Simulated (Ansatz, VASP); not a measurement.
Two plane-wave programs on PbS

```
Pb S
1.0
     0.00000    2.97057    2.97057
     2.97057    0.00000    2.97057
     2.97057    2.97057    0.00000
Pb S
1 1
Direct
  0.00000 0.00000 0.00000
  0.50000 0.50000 0.50000
```

Alike in both runs: task single point; functional PBE-based global hybrid; k mesh 4 × 4 × 4; no spin polarisation.

|  | VASP | Ansatz |
| --- | --- | --- |
| version | VASP 6.6.1 | Ansatz 0.2.0 |
| potentials or method | VASP PAW PBE potentials, release 64 (Pb_d, S) | plane waves |
| plane-wave cutoff (eV) | 520 | 420 |
| occupations | gaussian, width 0.01 eV | fixed |
| valence electrons in the cell | 20 | 20 |

Ansatz gave:

- gap on the k mesh at the Fermi level (eV): 2.11
- pressure (GPa): 0.4

Question: What did VASP give for the same quantities?

Answer: gap on the k mesh at the Fermi level (eV): 2.21; pressure (GPa): 0.0.

VASP's potentials were made for PBE, not for PBE-based global hybrid. Ansatz's warnings: stress exchange threshold loose, stress scf threshold loose.

The k mesh is coarse, so the values compare programs but aren't converged. Neither program's run includes spin-orbit coupling.
